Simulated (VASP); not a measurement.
The system is Y.

```
CELL_PARAMETERS angstrom
3.65494 0.00000 0.00000
-1.82747 3.16527 0.00000
0.00000 0.00000 5.67546
ATOMIC_POSITIONS crystal
Y 0.33333 0.66667 0.25000
Y 0.66667 0.33333 0.75000
```

| Quantity | Value |
| --- | --- |
| Program | VASP 6.6.1 |
| Task | relaxation of cell and atoms |
| Functional | PBE |
| Dispersion | D3(BJ) |
| Potentials or basis | VASP PAW PBE potentials, release 64 (Y_sv) |
| Cutoff | 600 eV |
| k mesh | 15 × 15 × 8 |
| Occupations | gaussian, width 0.1 eV |
| Spin | no spin polarisation |

At the start: pressure -1.8 GPa; volume 32.83 Å³/atom.

Where does the relaxation end?

Over 6 steps the energy falls by 8.1 meV/atom and the volume is 31.40 Å³/atom (-4.4 %); space group P6_3/mmc (No. 194, to 0.1 Å) before and after.

The path:
| step | energy change (eV) | largest force (eV/Å) | pressure (GPa) | volume (Å³) |
| --- | --- | --- | --- | --- |
| 1 | 0.0000 | 0.0000 | -1.76 | 65.66 |
| 2 | -0.0157 | 0.0000 | 0.35 | 62.28 |
| 3 | -0.0163 | 0.0000 | -0.05 | 62.79 |
| 4 | -0.0163 | 0.0000 | 0.08 | 62.72 |
| 5 | -0.0163 | 0.0000 | -0.08 | 62.86 |
| 6 | -0.0163 | 0.0000 | 0.02 | 62.80 |

Final structure:
```
Y
1.0
     3.60160    0.00000    0.00000
    -1.80080    3.11907    0.00000
     0.00000    0.00000    5.59017
Y
2
Cartesian
  0.0000 2.0794 1.3975
  1.8008 1.0397 4.1926
```
